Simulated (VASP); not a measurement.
# CuSi16 (a cell with a defect) in VASP: single point with PBE

Aim: the single point of CuSi16 (a cell with a defect) with PBE.

All numbers are computed with VASP 6.6.1; they aren't measurements. Logs are shortened: lines on timing, memory, paths and dates and some standing lists are left out, and cuts for length are marked.

## (1) The cell of the first run

The cell holds a defect, 17 atoms: a = 7.679 Å, b = 7.679 Å, c = 7.679 Å, α = 60.00°, β = 60.00°, γ = 60.00°.

## (2) Single point, PBE

Contents of INCAR:

```
SYSTEM = CuSi16
PREC = Accurate
ENCUT = 520
EDIFF = 1E-6
ISMEAR = -1
SIGMA = 0.05
LREAL = Auto
LASPH = .True.
NELM = 80
ALGO = Normal
ISIF = 2
LWAVE = .False.
LCHARG = .True.
GGA = PE
LELF = .True.
LVHAR = .True.
NELECT = 74.0
NBANDS = 52
```

Contents of KPOINTS:

```
Automatic mesh
0
Gamma
  2 2 2
  0 0 0
```

Contents of POSCAR:

```
CuSi16
1.0
    0.0000000000      5.4300000000      5.4300000000
    5.4300000000      0.0000000000      5.4300000000
    5.4300000000      5.4300000000      0.0000000000
Si Cu
16 1
Direct
   -0.0005725599     -0.0010810313     -0.0077845304
    0.1376068140      0.1370775322      0.0889915285
    0.0124461326      0.0119752302      0.4609374770
    0.1177060773      0.1171504604      0.6207823204
   -0.0014020258      0.5099082873     -0.0070865562
    0.1151390424      0.6264723757      0.1326749540
   -0.0171478821      0.5055272560      0.5041362799
    0.1194894107      0.6424380295      0.6214619705
    0.5104317680     -0.0019247698     -0.0070724678
    0.6269884899      0.1146304788      0.1326825967
    0.5060412523     -0.0176928177      0.5041441989
    0.6429215470      0.1189648250      0.6214697974
    0.4880405157      0.4875351750      0.0363812155
    0.6261558932      0.6256255064      0.1333393186
    0.5077157459      0.5072275322      0.5048122468
    0.6132267035      0.6126688766      0.6643189687
    0.3124795580      0.3119631676      0.5635788214
```

Potentials or basis: VASP PAW PBE potentials, release 64 (Si, Cu).

Command:

```sh
$ cat potpaw_PBE.64/Si/POTCAR potpaw_PBE.64/Cu/POTCAR > POTCAR
$ mpirun -np 1 vasp_std > vasp.out
```

OUTCAR:

```text
SYSTEM = CuSi16
   PREC = Accurate
   ENCUT = 520
   EDIFF = 1E-6
   ISMEAR = -1
   LREAL = Auto
   LASPH = .True.
   NELM = 80
   ISIF = 2
   GGA = PE
   NELECT = 74.0

 ion  position               nearest neighbor table
   1  0.999  0.999  0.992-   4 2.33  10 2.34   6 2.34   2 2.35
   2  0.138  0.137  0.089-   3 2.33   9 2.35   5 2.35   1 2.35
   3  0.012  0.012  0.461-  12 2.33   8 2.33   2 2.33   4 2.33
   4  0.118  0.117  0.621-   1 2.33   3 2.33  17 2.36  11 2.44   7 2.44
   5  0.999  0.510  0.993-   8 2.33  14 2.34   6 2.34   2 2.35
   6  0.115  0.626  0.133-   7 2.33   1 2.34   5 2.34  13 2.35
   7  0.983  0.506  0.504-   6 2.33  16 2.33  17 2.35   4 2.44   8 2.45
   8  0.119  0.642  0.621-   5 2.33   3 2.33  17 2.35  15 2.44   7 2.45
   9  0.510  0.998  0.993-  12 2.33  14 2.34  10 2.34   2 2.35
  10  0.627  0.115  0.133-  11 2.33   1 2.34   9 2.34  13 2.35
  11  0.506  0.982  0.504-  10 2.33  16 2.33  17 2.35   4 2.44  12 2.45
  12  0.643  0.119  0.621-   9 2.33   3 2.33  17 2.35  15 2.44  11 2.45
  13  0.488  0.488  0.036-  16 2.33   6 2.35  10 2.35  14 2.35
  14  0.626  0.626  0.133-  15 2.33   5 2.34   9 2.34  13 2.35
  15  0.508  0.507  0.505-  14 2.33  16 2.34  17 2.37   8 2.44  12 2.44
  16  0.613  0.613  0.664-   7 2.33  11 2.33  13 2.33  15 2.34
  17  0.312  0.312  0.564-   7 2.35  11 2.35  12 2.35   8 2.35   4 2.36  15 2.37

  LATTYP: Found a face centered cubic cell.
 ALAT       =    10.8600000000

  Lattice vectors:

 A1 = (   0.0000000000,   5.4300000000,   5.4300000000)
 A2 = (   5.4300000000,   0.0000000000,   5.4300000000)
 A3 = (   5.4300000000,   5.4300000000,   0.0000000000)

Analysis of symmetry for initial positions (statically):
=====================================================================
 Subroutine PRICEL returns:
 Original cell was already a primitive cell.

 Routine SETGRP: Setting up the symmetry group for a
 face centered cubic supercell.

 Subroutine GETGRP returns: Found  1 space group operations
 (whereof  1 operations were pure point group operations)
 out of a pool of 48 trial point group operations.

The static configuration has the point symmetry C_1 .

Analysis of symmetry for dynamics (positions and initial velocities):
=====================================================================
 Subroutine PRICEL returns:
 Original cell was already a primitive cell.

 Routine SETGRP: Setting up the symmetry group for a
 face centered cubic supercell.

 Subroutine GETGRP returns: Found  1 space group operations
 (whereof  1 operations were pure point group operations)
 out of a pool of 48 trial point group operations.

The dynamic configuration has the point symmetry C_1 .

[... 120 lines left out ...]
   TEBEG  =    0.0;   TEEND  =   0.0 temperature during run
   PSTRESS=    0.0 pullay stress
   NELECT =      74.0000    total number of electrons
   NUPDOWN=      -1.0000    fix difference up-down
   EMIN   =  10.00;   EMAX   =-10.00  energy-range for DOS
   EFERMI =   0.00;   METHOD = LEGACY
   ISMEAR =    -1;   SIGMA  =   0.05  broadening in eV -4-tet -1-fermi 0-gaus
   EFERMI_NEDOS =   21; number of points for ismear=-14 and -15
   IALGO  =     38    algorithm
   IMIX   =      4    mixing-type and parameters
     AMIX     =   0.40;   BMIX     =  1.00
     AMIX_MAG =   1.60;   BMIX_MAG =  1.00
  volume/ion in A,a.u.               =      18.84       127.11
  Fermi-wavevector in a.u.,A,eV,Ry     =   1.004636  1.898488 13.732283  1.009294
  Thomas-Fermi vector in A             =   2.137265
   LORBIT       =      0    0 simple, 1 ext, 2 COOP (PROOUT), +10 PAW based schemes
   GGA     = PE    functional components
   LHFCALC =     F    Hartree Fock is set to
   AEXX    =    0.0000 exact exchange contribution
   IVDW    =     0    specifies the selected vdW correction
   LEPSILON=     F    determine dielectric tensor
   LRPA    =     F    only Hartree local field effects (RPA)
 non-spin polarized calculation
  energy-cutoff  :      520.00
  volume of cell :      320.21
 maximum number of plane-waves:      8646
 NGX is ok and might be reduce to    60
   NGX = 29   NGY = 29   NGZ = 29

 number of electron      73.9999995 magnetization

 Free energy of the ion-electron system (eV)
  ---------------------------------------------------
  ext. energy  EPLUGINS =         0.00000000
  ---------------------------------------------------
  free energy    TOTEN  =       -94.17948393 eV

  energy without entropy =      -94.15146661  energy(sigma->0) =      -94.16547527

 E-fermi :   6.4074     XC(G=0):  -9.6166

 val. band max:        6.3989748309   @ k =   0.0000   0.0000   0.0000
 cond. band min:       6.4252561137   @ k =   0.0000   0.0000   0.0000
 fundamental gap:      0.0262812827
 Fermi energy:         6.4073602671

 k-point     1 :       0.0000    0.0000    0.0000
  band No.  band energies     occupation
      1      -5.8993      2.00000
      2      -3.5539      2.00000
      3      -3.5023      2.00000
      4      -3.4917      2.00000
      5      -3.4758      2.00000
      6      -1.9448      2.00000
[... 405 lines left out ...]
     48      10.4275      0.00000
     49      10.4499      0.00000
 [bands above 49 left out]

------------------------ aborting loop because EDIFF is reached ----------------------------------------

  FORCE on cell =-STRESS in cart. coord.  units (eV):
  Direction    XX          YY          ZZ          XY          YZ          ZX
  --------------------------------------------------------------------------------------
  -------------------------------------------------------------------------------------
  Total       -0.9689028     -0.9676694     -1.1085379      0.0947073     -0.3768784     -0.3823811
  in kB       -4.8479854     -4.8418141     -5.5466611      0.4738759     -1.8857423     -1.9132757
  external PRESSURE =      -5.0788202 kB  Pullay stress =       0.0000000 kB

 VOLUME and BASIS-vectors are now :
 -----------------------------------------------------------------------------
  energy-cutoff  :      520.00
  volume of cell :      320.21
      direct lattice vectors                 reciprocal lattice vectors
     0.000000000  5.430000000  5.430000000    -0.092081031  0.092081031  0.092081031
     5.430000000  0.000000000  5.430000000     0.092081031 -0.092081031  0.092081031
     5.430000000  5.430000000  0.000000000     0.092081031  0.092081031 -0.092081031

 POSITION                                       TOTAL-FORCE (eV/Angst)
 -----------------------------------------------------------------------------------
     10.81186     10.81462     10.85102        -0.001679     -0.001934     -0.004656
      1.22755      1.23043      1.49154        -0.001363     -0.001542      0.000367
      2.56792      2.57047      0.13261         0.008298      0.008389     -0.005996
      4.00697      4.00999      1.27527         0.002710      0.002417      0.007875
      8.16032     10.81391      8.19119         0.005319     -0.001373      0.001516
      4.12217      1.34563      4.02695        -0.000543      0.001446      0.000949
[... 9 lines left out ...]
      6.93404      6.93707      6.65661        -0.005275     -0.005595      0.000482
      4.75419      4.75700      3.39072         0.003693      0.003510     -0.000460
 -----------------------------------------------------------------------------------
    total drift:                               -0.000405      0.001295     -0.000485

  FREE ENERGIE OF THE ION-ELECTRON SYSTEM (eV)
  ---------------------------------------------------
  free  energy   TOTEN  =       -94.1794839267 eV

  energy  without entropy=      -94.1514666063  energy(sigma->0) =      -94.16547527
```

Run time: 3.6 min. Hardware: 1 thread of Intel Xeon 6975P-C (Granite Rapids), shared host; peak memory 0.5 GiB.

What came out:

```yaml
Free_energy: -94.1795 eV
Largest_force: 0.014 eV/Å
```

Forces on the atoms (eV/Å):
```
Si  -0.002 -0.002 -0.005
Si  -0.001 -0.002  0.000
Si   0.008  0.008 -0.006
Si   0.003  0.002  0.008
Si   0.005 -0.001  0.002
Si  -0.001  0.001  0.001
Si   0.006 -0.007 -0.003
Si  -0.008 -0.003 -0.006
Si  -0.001  0.005  0.002
Si   0.001 -0.001  0.002
Si  -0.007  0.006 -0.003
Si  -0.003 -0.008 -0.005
Si  -0.005 -0.004  0.004
Si   0.000  0.000 -0.002
Si   0.005  0.005  0.012
Si  -0.005 -0.006  0.000
Cu   0.004  0.004  0.000
```

Levels at points of the mesh, in eV from the Fermi level:
```csv
k point,band 33,band 34,band 35,band 36,band 37,band 38,band 39,band 40,band 41,band 42
"(0.00, 0.00, 0.00)",-1.15,-1.13,-0.51,-0.09,-0.01,0.02,0.07,0.56,0.57,0.77
"(0.50, 0.00, 0.00)",-1.99,-1.08,-0.99,-0.91,-0.72,0.69,1.03,1.10,1.30,1.40
"(0.00, 0.50, 0.00)",-1.99,-1.08,-0.99,-0.91,-0.72,0.69,1.03,1.10,1.30,1.40
"(0.00, 0.00, 0.50)",-2.17,-0.92,-0.92,-0.54,-0.49,0.58,0.98,1.46,1.47,1.57
"(0.50, 0.50, 0.50)",-1.99,-1.08,-1.00,-0.91,-0.74,0.68,1.02,1.09,1.29,1.40
"(0.50, 0.50, 0.00)",-1.80,-1.68,-1.48,-1.45,-1.17,0.73,0.82,1.88,2.08,2.22
"(0.00, 0.50, 0.50)",-1.81,-1.67,-1.48,-1.46,-1.15,0.73,0.81,1.88,2.08,2.22
"(0.50, 0.00, 0.50)",-1.81,-1.67,-1.48,-1.46,-1.15,0.73,0.81,1.88,2.08,2.22
```

Caveat: the k points lie up to 0.50 Å⁻¹ apart; the cell carries a net charge on a neutralising background, which shifts energy and pressure; the cell is charged against a uniform background, so pressure and absolute levels hang on convention.
